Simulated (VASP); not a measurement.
# GaAs (I-4m2) in VASP: notebook

The runs below take GaAs through single point, with r2SCAN.

All numbers are computed with VASP 6.6.1; they aren't measurements. Logs are shortened: lines on timing, memory, paths and dates and some standing lists are left out, and cuts for length are marked.

**1. The cell of the first run**

It takes space group I-4m2 (No. 119, tetragonal). The conventional cell has a = 4.488 Å, b = 4.488 Å, c = 4.487 Å, α = 90.00°, β = 90.00°, γ = 90.00°. Ga (site symmetry -4m2) has 4 As at 2.51 Å within 3.3 Å. As (site symmetry -4m2) has 4 Ga at 2.51 Å within 3.3 Å.

**2. Single point, r2SCAN**

POSCAR

```
GaAs
1.0
    0.0000000000      3.1731915787      2.2434464461
    3.1731915787      0.0000000000      2.2434464461
    3.1731915787      3.1731915787      0.0000000000
Ga As
1 1
Direct
    0.0000000000      0.0000000000      0.0000000000
    0.7500000000      0.7500000000      0.7500000000
```

INCAR.step1

```
  PREC = Accurate
  ENCUT = 520
  ISMEAR = 0
  SIGMA = 0.05
  LREAL = F
  LASPH = T
  NELM = 80
  NBANDS = 16
  GGA = PE
  ALGO = Normal
  EDIFF = 1E-4
  LWAVE = T
  LCHARG = F
```

INCAR.step2

```
  PREC = Accurate
  ENCUT = 520
  EDIFF = 1E-7
  ISMEAR = 0
  SIGMA = 0.05
  LREAL = F
  LASPH = T
  NELM = 80
  ALGO = Normal
  ISIF = 2
  LWAVE = F
  LCHARG = F
  METAGGA = R2SCAN
  LMIXTAU = T
  NBANDS = 16
  ISTART = 1
```

KPOINTS

```
regular mesh
0
Gamma
  10 10 10
```

Potentials or basis: VASP PAW PBE potentials, release 64 (Ga_d, As).

Started as:

```sh
$ cat potpaw_PBE.64/Ga_d/POTCAR potpaw_PBE.64/As/POTCAR > POTCAR
$ cp INCAR.step1 INCAR
$ mpirun -np 1 vasp_std > vasp.out
$ cp INCAR.step2 INCAR
$ mpirun -np 1 vasp_std > vasp.out
```

OUTCAR:

```text
PREC = Accurate
   ENCUT = 520
   EDIFF = 1E-7
   ISMEAR = 0
   LREAL = F
   LASPH = T
   NELM = 80
   ISIF = 2
   METAGGA = R2SCAN
   ISTART = 1

 ion  position               nearest neighbor table
   1  0.000  0.000  0.000-   2 2.51   2 2.51   2 2.51   2 2.51
   2  0.750  0.750  0.750-   1 2.51   1 2.51   1 2.51   1 2.51

  LATTYP: Found a body centered tetragonal cell.
 ALAT       =     4.4875705666
 C/A-ratio  =     0.9998489886

  Lattice vectors:

 A1 = (   0.0000000000,  -3.1731915787,  -2.2434464461)
 A2 = (   0.0000000000,   3.1731915787,  -2.2434464461)
 A3 = (   3.1731915787,   0.0000000000,   2.2434464461)

Analysis of symmetry for initial positions (statically):
=====================================================================
 Subroutine PRICEL returns:
 Original cell was already a primitive cell.

 Routine SETGRP: Setting up the symmetry group for a
 body centered tetragonal supercell.

 Subroutine GETGRP returns: Found  8 space group operations
 (whereof  8 operations were pure point group operations)
 out of a pool of 16 trial point group operations.

The static configuration has the point symmetry D_2d.

Analysis of symmetry for dynamics (positions and initial velocities):
=====================================================================
 Subroutine PRICEL returns:
 Original cell was already a primitive cell.

 Routine SETGRP: Setting up the symmetry group for a
 body centered tetragonal supercell.

 Subroutine GETGRP returns: Found  8 space group operations
 (whereof  8 operations were pure point group operations)
 out of a pool of 16 trial point group operations.

The dynamic configuration has the point symmetry D_2d.

 Subroutine INISYM returns: Found  8 space group operations
 (whereof  8 operations are pure point group operations),
 and found     1 'primitive' translations

----------------------------------------------------------------------------------------

                                     Primitive cell

  volume of cell :      45.1792

  direct lattice vectors                    reciprocal lattice vectors
     0.000000000  3.173191579  2.243446446    -0.157570064  0.157570064  0.222871378
     3.173191579  0.000000000  2.243446446     0.157570064 -0.157570064  0.222871378
     3.173191579  3.173191579  0.000000000     0.157570064  0.157570064 -0.222871378

  length of vectors
     3.886154494  3.886154494  4.487570567     0.315163927  0.315163927  0.315163927

  position of ions in fractional coordinates (direct lattice)
     0.000000000  0.000000000  0.000000000
     0.750000000  0.750000000  0.750000000

  ion indices of the primitive-cell ions
   primitive index   ion index
                 1           1
                 2           2

----------------------------------------------------------------------------------------

 KPOINTS: regular mesh

Automatic generation of k-mesh.
 Grid dimensions read from file:
 generate k-points for:   10   10   10

 Generating k-lattice:

  Cartesian coordinates                     Fractional coordinates (reciprocal lattice)
    -0.015757006  0.015757006  0.022287138     0.100000000  0.000000000  0.000000000
     0.015757006 -0.015757006  0.022287138     0.000000000  0.100000000  0.000000000
     0.015757006  0.015757006 -0.022287138     0.000000000  0.000000000  0.100000000

  Length of vectors
     0.031516393  0.031516393  0.031516393

  Shift w.r.t. Gamma in fractional coordinates (k-lattice)
     0.000000000  0.000000000  0.000000000

 Subroutine IBZKPT returns following result:
 ===========================================

 Found    102 irreducible k-points:

 Following reciprocal coordinates:
            Coordinates               Weight
  0.000000  0.000000  0.000000      1.000000
  0.100000  0.000000  0.000000      8.000000
  0.200000  0.000000  0.000000      8.000000
  0.300000 -0.000000  0.000000      8.000000
  0.400000  0.000000  0.000000      8.000000
  0.500000  0.000000  0.000000      4.000000
[... 16 lines left out ...]
  0.300000  0.300000  0.000000      2.000000
  0.400000  0.300000  0.000000      8.000000
 [... further k-points ...]
   k-points           NKPTS =    102   k-points in BZ     NKDIM =    102   number of bands    NBANDS=     16
   number of dos      NEDOS =    301   number of ions     NIONS =      2
   total plane-waves  NPLWV =  32400
   dimension x,y,z NGX =    30 NGY =   30 NGZ =   36
   dimension x,y,z NGXF=    60 NGYF=   60 NGZF=   72
   ions per type =               1   1
   NGX,Y,Z   is equivalent  to a cutoff of  12.83, 12.83, 13.34 a.u.
   NGXF,Y,Z  is equivalent  to a cutoff of  25.67, 25.67, 26.67 a.u.
 SYSTEM =  unknown system
   PREC   = accura    normal or accurate (medium, high low for compatibility)
   ISTART =      1    job   : 0-new  1-cont  2-samecut
   ICHARG =      0    charge: 1-file 2-atom 10-const
   ISPIN  =      1    spin polarized calculation?
   LNONCOLLINEAR =      F non collinear calculations
   LSORBIT =      F    spin-orbit coupling
   LASPH  =      T    aspherical Exc in radial PAW
   ENCUT  =  520.0 eV  38.22 Ry    6.18 a.u.   7.23  7.23  8.34*2*pi/ulx,y,z
   NELM   =     80;   NELMIN=  2; NELMDL=  0     # of ELM steps
   EDIFF  = 0.1E-06   stopping-criterion for ELM
   LREAL  =      F    real-space projection
   EDIFFG = 0.1E-05   stopping-criterion for IOM
   NSW    =      0    number of steps for IOM
   IBRION =     -1    ionic relax: 0-MD 1-quasi-New 2-CG
   NFREE  =      0    steps in history (QN), initial steepest desc. (CG)
   ISIF   =      2    stress and relaxation
   ISYM   =      2    0-nonsym 1-usesym 2-fastsym
   POTIM  = 0.5000    time-step for ionic-motion
   TEBEG  =    0.0;   TEEND  =   0.0 temperature during run
   PSTRESS=    0.0 pullay stress
   NELECT =      18.0000    total number of electrons
   NUPDOWN=      -1.0000    fix difference up-down
   EMIN   =  10.00;   EMAX   =-10.00  energy-range for DOS
   EFERMI =   0.00;   METHOD = LEGACY
   ISMEAR =     0;   SIGMA  =   0.05  broadening in eV -4-tet -1-fermi 0-gaus
   EFERMI_NEDOS =   21; number of points for ismear=-14 and -15
   IALGO  =     38    algorithm
   IMIX   =      4    mixing-type and parameters
     AMIX     =   0.40;   BMIX     =  1.00
     AMIX_MAG =   1.60;   BMIX_MAG =  1.00
  volume/ion in A,a.u.               =      22.59       152.44
  Fermi-wavevector in a.u.,A,eV,Ry     =   1.204628  2.276417 19.743799  1.451128
  Thomas-Fermi vector in A             =   2.340347
   LORBIT       =      0    0 simple, 1 ext, 2 COOP (PROOUT), +10 PAW based schemes
   METAGGA = R2SCAN    functional components
   LHFCALC =     F    Hartree Fock is set to
   AEXX    =    0.0000 exact exchange contribution
   IVDW    =     0    specifies the selected vdW correction
   LEPSILON=     F    determine dielectric tensor
   LRPA    =     F    only Hartree local field effects (RPA)
 non-spin polarized calculation
 Gauss-broadening in eV      SIGMA  =   0.05
  energy-cutoff  :      520.00
  volume of cell :       45.18
 maximum number of plane-waves:      1264
 NGX is ok and might be reduce to    30

 number of electron      17.9999995 magnetization

 Free energy of the ion-electron system (eV)
  ---------------------------------------------------
  ext. energy  EPLUGINS =         0.00000000
  ---------------------------------------------------
  free energy    TOTEN  =       -26.58388961 eV

  energy without entropy =      -26.58334780  energy(sigma->0) =      -26.58361871

 E-fermi :   3.8629     XC(G=0): -10.3491

 val. band max:        3.8537119598   @ k =   0.5000   0.4000   0.0000
 cond. band min:       3.8884639878   @ k =  -0.1000   0.1000   0.0000
 fundamental gap:      0.0347520280
 Fermi energy:         3.8629138431

 k-point     1 :       0.0000    0.0000    0.0000
  band No.  band energies     occupation
      1     -11.6084      2.00000
      2     -11.6082      2.00000
      3     -11.5799      2.00000
      4     -11.5475      2.00000
      5     -11.4987      2.00000
      6      -9.2959      2.00000
[... 8 lines left out ...]
     15      12.3241      0.00000
     16      13.9961      0.00000

 k-point     2 :       0.1000    0.0000    0.0000
  band No.  band energies     occupation
      1     -11.6128      2.00000
      2     -11.6065      2.00000
      3     -11.5781      2.00000
      4     -11.5502      2.00000
      5     -11.4974      2.00000
      6      -9.1718      2.00000
[... 8 lines left out ...]
     15      12.6913      0.00000
     16      13.6013      0.00000

 k-point     3 :       0.2000    0.0000    0.0000
  band No.  band energies     occupation
      1     -11.6258      2.00000
      2     -11.6025      2.00000
      3     -11.5741      2.00000
      4     -11.5547      2.00000
      5     -11.4931      2.00000
      6      -8.8137      2.00000
[... 8 lines left out ...]
     15      12.6416      0.00000
     16      14.9664      0.00000

 k-point     4 :       0.3000   -0.0000    0.0000
  band No.  band energies     occupation
      1     -11.6438      2.00000
      2     -11.5988      2.00000
      3     -11.5701      2.00000
      4     -11.5564      2.00000
      5     -11.4866      2.00000
      6      -8.2752      2.00000
[... 8 lines left out ...]
     15      14.1769      0.00000
     16      16.0716      0.00000
[... 324 lines left out ...]
 k-point    22 :      -0.2000    0.2000    0.0000
  band No.  band energies     occupation
      1     -11.6426      2.00000
      2     -11.5927      2.00000
      3     -11.5738      2.00000
      4     -11.5484      2.00000
      5     -11.4905      2.00000
      6      -8.3006      2.00000
[... 8 lines left out ...]
     15      13.0517      0.00000
     16      13.4262      0.00000

 k-point    23 :       0.3000    0.3000    0.0000
  band No.  band energies     occupation
      1     -11.6590      2.00000
      2     -11.5824      2.00000
      3     -11.5822      2.00000
      4     -11.5819      2.00000
      5     -11.4752      2.00000
      6      -7.4498      2.00000
[... 8 lines left out ...]
     15      13.9348      0.00000
     16      19.7359      0.00000

 k-point    24 :       0.4000    0.3000    0.0000
  band No.  band energies     occupation
      1     -11.6746      2.00000
      2     -11.5872      2.00000
      3     -11.5761      2.00000
      4     -11.5741      2.00000
      5     -11.4708      2.00000
      6      -6.9507      2.00000
[... 8 lines left out ...]
     15      15.4335      0.00000
     16      19.3554      0.00000

 [... further k-points ...]

------------------------ aborting loop because EDIFF is reached ----------------------------------------

  FORCE on cell =-STRESS in cart. coord.  units (eV):
  Direction    XX          YY          ZZ          XY          YZ          ZX
  --------------------------------------------------------------------------------------
  -------------------------------------------------------------------------------------
  Total       -1.5239454     -1.5239454      1.4696266      0.0000000      0.0000000     -0.0000000
  in kB      -54.0432797    -54.0432797     52.1169859      0.0000000      0.0000000     -0.0000000
  external PRESSURE =     -18.6565245 kB  Pullay stress =       0.0000000 kB

 VOLUME and BASIS-vectors are now :
 -----------------------------------------------------------------------------
  energy-cutoff  :      520.00
  volume of cell :       45.18
      direct lattice vectors                 reciprocal lattice vectors
     0.000000000  3.173191579  2.243446446    -0.157570064  0.157570064  0.222871378
     3.173191579  0.000000000  2.243446446     0.157570064 -0.157570064  0.222871378
     3.173191579  3.173191579  0.000000000     0.157570064  0.157570064 -0.222871378

 POSITION                                       TOTAL-FORCE (eV/Angst)
 -----------------------------------------------------------------------------------
      0.00000      0.00000      0.00000         0.000000      0.000000     -0.000000
      4.75979      4.75979      3.36517        -0.000000     -0.000000      0.000000
 -----------------------------------------------------------------------------------
    total drift:                               -0.000031     -0.000031      0.000596

  FREE ENERGIE OF THE ION-ELECTRON SYSTEM (eV)
  ---------------------------------------------------
  free  energy   TOTEN  =       -26.5838896103 eV

  energy  without entropy=      -26.5833478020  energy(sigma->0) =      -26.58361871
```

Run time: 5.1 min. Hardware: 1 thread of AMD EPYC 7R13, shared host; peak memory 0.24 GiB.

Results:

```
Free energy            : -26.5839 eV
Pressure               : -1.9 GPa
Band gap on the k mesh : zero (bands 9 and 10 overlap by 0.84 eV)
```

Levels at points of the mesh, in eV from the Fermi level:
| k point | band 7 | band 8 | band 9 | band 10 | band 11 | band 12 |
| --- | --- | --- | --- | --- | --- | --- |
| (0.00, 0.00, 0.00) | -0.65 | -0.65 | 0.15 | 0.68 | 4.03 | 4.99 |
| (0.50, 0.00, 0.00) | -6.74 | -2.28 | -0.62 | 0.19 | 3.84 | 6.25 |
| (0.50, 0.50, 0.00) | -5.57 | -4.10 | -4.10 | -0.07 | 0.98 | 10.58 |
| (0.50, 0.00, 0.50) | -7.61 | -1.75 | -1.53 | 2.70 | 3.28 | 7.54 |

Caveat: the stress differs along the axes, from -5 to 5 GPa; the PAW data sets were made with another functional, which shifts forces and pressure a little.

**3. Single point, r2SCAN**

This run uses another cell than the first one, of the same volume but with other edges.

POSCAR

```
GaAs
1.0
    0.0000000000      2.5185638250      3.5612492486
    2.5185638250      0.0000000000      3.5612492486
    2.5185638250      2.5185638250      0.0000000000
Ga As
1 1
Direct
    0.0000000000      0.0000000000      0.0000000000
    0.7500000000      0.7500000000      0.7500000000
```

INCAR.step1

```
ALGO = Normal ; EDIFF = 1E-4
ENCUT = 520 ; GGA = PE
ISMEAR = 0 ; LASPH = True
LCHARG = False ; LREAL = False
LWAVE = True ; NBANDS = 16
NELM = 80 ; PREC = Accurate
SIGMA = 0.05
```

INCAR.step2

```
ALGO = Normal ; EDIFF = 1E-7
ENCUT = 520 ; ISIF = 2
ISMEAR = 0 ; ISTART = 1
LASPH = True ; LCHARG = False
LMIXTAU = True ; LREAL = False
LWAVE = False ; METAGGA = R2SCAN
NBANDS = 16 ; NELM = 80
PREC = Accurate ; SIGMA = 0.05
```

KPOINTS

```
k-points
0
Gamma
  10 10 10
```

Potentials or basis: VASP PAW PBE potentials, release 64 (Ga_d, As).

Started as:

```sh
$ cat potpaw_PBE.64/Ga_d/POTCAR potpaw_PBE.64/As/POTCAR > POTCAR
$ cp INCAR.step1 INCAR
$ mpirun -np 1 vasp_std > vasp.out
$ cp INCAR.step2 INCAR
$ mpirun -np 1 vasp_std > vasp.out
```

Run time: 3.5 min. Hardware: 1 thread of AMD EPYC 7R13, shared host; peak memory 0.23 GiB.

The run converged. Its results:

```
Free energy            : -26.0894 eV
Pressure               : 0.5 GPa
Band gap on the k mesh : zero (bands 9 and 10 overlap by 0.48 eV)
```

Stress tensor (GPa, compression positive):
```
  8.72   0.00   0.00
  0.00   8.72   0.00
  0.00   0.00 -16.08
```

Levels at points of the mesh, in eV from the Fermi level:
```csv
k point,band 6,band 7,band 8,band 9,band 10,band 11,band 12,band 13
"(0.00, 0.00, 0.00)",-13.77,-2.81,-1.31,0.27,0.27,3.70,3.70,4.65
"(0.50, 0.00, 0.00)",-11.90,-7.36,-3.35,-1.00,0.03,5.35,5.71,7.49
"(0.50, 0.50, 0.00)",-12.17,-8.89,-1.50,-1.50,3.08,3.64,8.25,9.28
"(0.50, 0.00, 0.50)",-10.68,-6.71,-3.94,-3.72,0.26,0.46,6.52,7.07
```

Caveat: the stress differs along the axes, from -16 to 9 GPa; semilocal functionals underestimate gaps, and a narrow one can read as zero; the PAW data sets were made with another functional, which shifts forces and pressure a little.

(Part 1 of 2 ends here.)

The gap in the log of VASP goes by the Fermi energy; the results here count the filled bands.